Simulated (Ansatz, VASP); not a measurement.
**Al9H in VASP and in Ansatz**

```
Al H
1.0
     2.85432    0.00000    0.00000
    -1.42716    9.70333    0.00000
     0.00000    0.00000   21.79027
Al H
9 1
Direct
  0.53245 0.06490 0.18357
  0.67097 0.34194 0.22928
  0.29867 0.59735 0.23842
  0.92638 0.85275 0.24756
  0.06397 0.12774 0.29371
  0.19959 0.40427 0.34526
  0.82885 0.65971 0.35245
  0.45264 0.91113 0.36076
  0.59252 0.18146 0.40340
  0.59252 0.18146 0.52135
```

Alike in both runs: task single point; functional PBE; k mesh 9 × 3 × 1; occupations gaussian, width 0.1 eV; no spin polarisation.

|  | VASP | Ansatz |
| --- | --- | --- |
| version | VASP 6.6.1 | Ansatz 0.2.0 |
| potentials or method | VASP PAW PBE potentials, release 64 (Al, H), cutoff 520 eV | scalar-relativistic, plane waves, PAW |
| valence electrons in the cell | 28 | 28 |

|  | VASP | Ansatz | Ansatz less VASP |
| --- | --- | --- | --- |
| gap on the k mesh at the Fermi level (eV) | none | none | - |
| rms of the force components (eV/Å) | 0.383 | 0.383 | -0.0001 |
| work function, face that differs most (eV) | 4.29 | 4.29 | -0.002 |

Atom by atom the forces differ by 0.001 eV/Å (rms over components). A gap of «none» marks a metal or a gap that the smearing closes. The functional is the same, so the differences come from potentials, cutoffs and numerics.
